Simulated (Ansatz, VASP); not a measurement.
## SnO: VASP beside Ansatz

File INCAR:

```
SYSTEM = SnO
PREC = Accurate
ENCUT = 520
EDIFF = 1E-6
ISMEAR = -1
SIGMA = 0.05
LREAL = .FALSE.
LASPH = .TRUE.
NELM = 80
ALGO = Normal
ISIF = 2
LWAVE = .FALSE.
LCHARG = .FALSE.
GGA = CA
NBANDS = 28
```

Contents of KPOINTS:

```
regular mesh
0
G
  8 5 6
  0 0 0
```

Contents of POSCAR:

```
SnO
1.0
    3.4208061173      0.0000000000      0.0000000000
    0.0000000000      5.7853891942      0.0000000000
    0.0000000000      0.0000000000      4.3047747479
Sn O
2 2
Direct
    0.5000000000      0.7680910000      0.0131440000
    0.0000000000      0.2319090000      0.5131440000
    0.5000000000      0.1087500000      0.2368570000
    0.0000000000      0.8912500000      0.7368570000
```

The input input.yaml:

```yaml
crystal:
  lattice:
    - [3.4208061173, 0.0, 0.0]
    - [0.0, 5.7853891942, 0.0]
    - [0.0, 0.0, 4.3047747479]
  atoms:
    - { symbol: Sn, position: [0.5, 0.768091, 0.013144] }
    - { symbol: Sn, position: [0.0, 0.231909, 0.513144] }
    - { symbol: O, position: [0.5, 0.10875, 0.236857] }
    - { symbol: O, position: [0.0, 0.89125, 0.736857] }
hamiltonian:
  xc: lda
  pseudopotentials: { kind: paw }
kpoints:
  mp_grid: { grid: [8, 5, 6] }
scf:
  occupations: { method: fermi_dirac, width: 0.05 }
output:
  forces: true
  stress: true
  eigenvalues: true
  write_density: true
  write_potential: true
  elf: true
  volumetric_format: npy
```

Alike in both runs: task single point; functional LDA; k mesh 8 × 5 × 6; occupations fermi-dirac, width 0.05 eV; no spin polarisation.

```csv
,VASP,Ansatz
version,VASP 6.6.1,Ansatz 0.2.0
potentials or method,"VASP PAW LDA potentials, release 64 (Sn_d, O)",Ansatz PAW
plane-wave cutoff (eV),520,420
valence electrons in the cell,40,40
```

VASP gave:

- gap on the k mesh at the Fermi level (eV): 1.51
- least direct gap on the mesh (eV): 2.12
- pressure (GPa): -8.6
- traceless stress, the component that is largest in VASP (GPa): -1.35
- rms of the force components (eV/Å): 0.585

Problem. Estimate Ansatz's values.

Solution. gap on the k mesh at the Fermi level (eV): 1.54; least direct gap on the mesh (eV): 2.15; pressure (GPa): -8.8; traceless stress, the component that is largest in VASP (GPa): -1.37; rms of the force components (eV/Å): 0.620.

LDA's correlation is that of Perdew and Zunger in VASP and of Perdew and Wang (1992) in Ansatz. Atom by atom the forces differ by 0.035 eV/Å (rms over components).

Noted on Ansatz's run: odd divisions of the mesh miss points on the zone boundary, where band edges often lie, so the gap on the mesh can be too wide.
